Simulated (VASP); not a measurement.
Set up this calculation in VASP 6.6.1, as the native input.

| Quantity | Value |
| --- | --- |
| Task | single point |
| Functional | PBEsol |
| Potentials or basis | VASP PAW PBE potentials, release 64 (Pd) |
| Cutoff | 500 eV |
| k mesh | 12 × 12 × 12 |
| Occupations | fermi-dirac, width 0.05 eV |
| Spin | no spin polarisation |
| Dipole correction | no |
| Further INCAR settings | ALGO = Normal; EDIFF = 1e-06; NBANDS = 11 |

The structure of Pd lies in POSCAR:

```
Pd
1.0
   -1.5494410400      1.5494410400      1.5494410400
    1.5494410400     -1.5494410400      1.5494410400
    1.5494410400      1.5494410400     -1.5494410400
Pd
1
Direct
    0.0000000000      0.0000000000      0.0000000000
```

One way to write it, as run:

INCAR

```
PREC = Accurate
ENCUT = 500
EDIFF = 1E-6
ISMEAR = -1
SIGMA = 0.05
LREAL = False
LASPH = True
NELM = 120
ALGO = Normal
ISIF = 2
LWAVE = False
LCHARG = False
GGA = PS
NBANDS = 11
GGA_COMPAT = False
```

KPOINTS

```
regular mesh
0
Gamma
  12 12 12
```

Potentials or basis: VASP PAW PBE potentials, release 64 (Pd).

Run with:

```console
$ cat potpaw_PBE.64/Pd/POTCAR > POTCAR
$ mpirun -np 1 vasp_std > vasp.out
```

Results of the run:

* Pressure: -3.1 GPa
* Band gap on the k mesh: zero (band 5 reaches 10.08 eV, above the bottom of band 6 at 8.41 eV)

Caveat: the PAW data sets were made with another functional, which shifts forces and pressure a little.

Run time: 11 s on 1 thread of AMD EPYC 7R43 64-Core Processor (Zen 3) (shared host), peak memory 0.1 GiB.
